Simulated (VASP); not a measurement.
B4Ru:

```
B Ru
1.0
     2.96723    0.00000    0.00000
    -1.48362    2.56970    0.00000
     0.00000    0.00000    5.58536
B Ru
4 1
Direct
  0.50000 0.00000 0.00000
  0.00000 0.50000 0.00000
  0.50000 0.50000 0.00000
  0.00000 0.00000 0.00000
  0.00000 0.00000 0.50000
```

* Program: VASP 6.6.1
* Task: relaxation of cell and atoms
* Functional: PBE
* Potentials or basis: VASP PAW PBE potentials, release 64 (B, Ru_pv)
* Cutoff: 600 eV
* k mesh: 6 × 6 × 4
* Occupations: gaussian, width 0.1 eV
* Spin: no spin polarisation

At the start: pressure 79.8 GPa; volume 8.52 Å³/atom.

**Question.** Where does the relaxation end?

**Answer.** Over 12 steps the energy falls by 1315.6 meV/atom and the volume is 8.88 Å³/atom (+4.3 %); space group P6/mmm (No. 191, to 0.05 Å).

The path:
```csv
step,energy change (eV),largest force (eV/Å),pressure (GPa),volume (Å³)
1,0.0000,0.0000,79.84,42.59
2,-1.8408,0.0000,-32.29,72.63
3,-4.1460,0.0000,-11.30,56.74
4,-4.1502,0.0000,-9.94,56.32
5,-5.0704,0.0000,-12.80,52.75
6,-6.2191,0.0000,-11.04,48.09
7,-3.4417,0.0000,63.29,37.79
8,-6.4610,0.0000,-7.81,46.57
9,-6.5694,0.0000,0.53,44.30
10,-6.5756,0.0000,-1.57,44.75
11,-6.5760,0.0000,1.60,44.10
12,-6.5778,0.0000,0.07,44.40
```

Final structure:
```cif
data_structure
_symmetry_space_group_name_H-M 'P 1'
_symmetry_Int_Tables_number 1
_cell_length_a 3.5278
_cell_length_b 3.5278
_cell_length_c 4.1195
_cell_angle_alpha 90.000
_cell_angle_beta 90.000
_cell_angle_gamma 120.000
_cell_volume 44.40
loop_
_atom_site_label
_atom_site_type_symbol
_atom_site_fract_x
_atom_site_fract_y
_atom_site_fract_z
_atom_site_occupancy
B1 B 0.50000 0.00000 0.00000 1
B2 B 0.00000 0.50000 0.00000 1
B3 B 0.50000 0.50000 0.00000 1
B4 B 0.00000 0.00000 0.00000 1
Ru1 Ru 0.00000 0.00000 0.50000 1
```

Caveat: the k points lie up to 0.38 Å⁻¹ apart in the final cell.
